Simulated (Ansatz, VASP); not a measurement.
# One calculation of SnSe, two programs

Contents of INCAR:

```
SYSTEM = SnSe
PREC = Accurate ; ENCUT = 500
EDIFF = 1E-6 ; ISMEAR = 0
SIGMA = 0.05 ; LREAL = .FALSE.
LASPH = .TRUE. ; NELM = 120
ALGO = Normal ; ISIF = 2
LWAVE = .FALSE. ; LCHARG = .FALSE.
GGA = PS ; IVDW = 12
NBANDS = 17 ; GGA_COMPAT = .FALSE.
```

The input KPOINTS:

```
regular mesh
0
G
  8 8 8
  0 0 0
```

Contents of POSCAR:

```
SnSe
1.0
    0.0000000000      3.0099999632      3.0099999632
    3.0099999632      0.0000000000      3.0099999632
    3.0099999632      3.0099999632      0.0000000000
Sn Se
1 1
Direct
    0.0000000000      0.0000000000      0.0000000000
    0.5000000000      0.5000000000      0.5000000000
```

Input for Ansatz:

```yaml
crystal:
  lattice:
    - [0.0, 3.0099999632, 3.0099999632]
    - [3.0099999632, 0.0, 3.0099999632]
    - [3.0099999632, 3.0099999632, 0.0]
  atoms:
    - { symbol: Sn, position: [0.0, 0.0, 0.0] }
    - { symbol: Se, position: [0.5, 0.5, 0.5] }
basis:
  ecutwfc: 420
  ecutrho_ratio: 4
kpoints:
  mp_grid: { grid: [8, 8, 8] }
hamiltonian:
  xc: pbesol
  dispersion: d3bj
scf:
  occupations: { method: gaussian, width: 0.05 }
output:
  forces: true
  stress: true
  eigenvalues: true
```

Alike in both runs: task single point; functional PBEsol; dispersion D3(BJ); k mesh 8 × 8 × 8; occupations gaussian, width 0.05 eV; no spin polarisation.

|  | VASP | Ansatz |
| --- | --- | --- |
| version | VASP 6.6.1 | Ansatz 0.2.0 |
| potentials or method | VASP PAW PBE potentials, release 64 (Sn_d, Se), cutoff 500 eV | scalar-relativistic, plane waves, PAW |
| valence electrons in the cell | 20 | 30 |

```csv
,VASP,Ansatz,Ansatz less VASP
gap on the k mesh at the Fermi level (eV),0.65,0.65,-0.002
least direct gap on the mesh (eV),0.65,0.65,-0.002
pressure (GPa),-3.9,-3.9,-0.01
```

VASP's potentials were made for PBE, not for PBEsol. VASP's potentials hold 20 valence electrons a cell and Ansatz's 30, so a difference there can come from the potentials and not from the codes.
